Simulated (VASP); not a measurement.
Set up this calculation in VASP 6.6.1, as the native input.

```
Task                   : single point
Functional             : r2SCAN
Potentials or basis    : VASP PAW PBE potentials, release 64 (B, P)
Cutoff                 : 520 eV
k mesh                 : 10 × 10 × 10
Occupations            : gaussian, width 0.05 eV
Spin                   : no spin polarisation
Dipole correction      : no
Further INCAR settings : ALGO = Normal; EDIFF = 1e-07; NBANDS = 11
```

BP:

```
CELL_PARAMETERS angstrom
0.00000 2.23424 2.23424
2.23424 0.00000 2.23424
2.23424 2.23424 0.00000
ATOMIC_POSITIONS crystal
B 0.00000 0.00000 0.00000
P 0.75000 0.75000 0.75000
```

This cell differs from its parent crystal: strain -0.015 along x and y, -0.015 along z.

One way to write it, as run:

POSCAR

```
BP
1.0
    0.0000000000      2.2342428123      2.2342428123
    2.2342428123      0.0000000000      2.2342428123
    2.2342428123      2.2342428123      0.0000000000
B P
1 1
Direct
    0.0000000000      0.0000000000      0.0000000000
    0.7500000000      0.7500000000      0.7500000000
```

INCAR.step1

```
  PREC = Accurate
  ENCUT = 520
  ISMEAR = 0
  SIGMA = 0.05
  LREAL = F
  LASPH = T
  NELM = 100
  NBANDS = 11
  GGA = PE
  ALGO = Normal
  EDIFF = 1E-4
  LWAVE = T
  LCHARG = F
```

INCAR.step2

```
  PREC = Accurate
  ENCUT = 520
  EDIFF = 1E-7
  ISMEAR = 0
  SIGMA = 0.05
  LREAL = F
  LASPH = T
  NELM = 100
  ALGO = Normal
  ISIF = 2
  LWAVE = F
  LCHARG = F
  METAGGA = R2SCAN
  LMIXTAU = T
  NBANDS = 11
  ISTART = 1
```

KPOINTS

```
regular mesh
0
Gamma
  10 10 10
```

Potentials or basis: VASP PAW PBE potentials, release 64 (B, P).

The run is started by

```bash
$ cat potpaw_PBE.64/B/POTCAR potpaw_PBE.64/P/POTCAR > POTCAR
$ cp INCAR.step1 INCAR
$ mpirun -np 1 vasp_std > vasp.out
$ cp INCAR.step2 INCAR
$ mpirun -np 1 vasp_std > vasp.out
```

Results of the run:

```
Pressure               : 7.8 GPa
Band gap on the k mesh : 1.38 eV (least direct gap 3.71 eV)
```

Caveat: the cell differs from its parent crystal (strain -0.015 along x and y, -0.015 along z); the cell stands under pressure; the PAW data sets were made with another functional, which shifts forces and pressure a little.

Run time: 17 s on 1 thread of Intel(R) Xeon(R) 6975P-C (Granite Rapids) (shared host), peak memory 0.14 GiB.
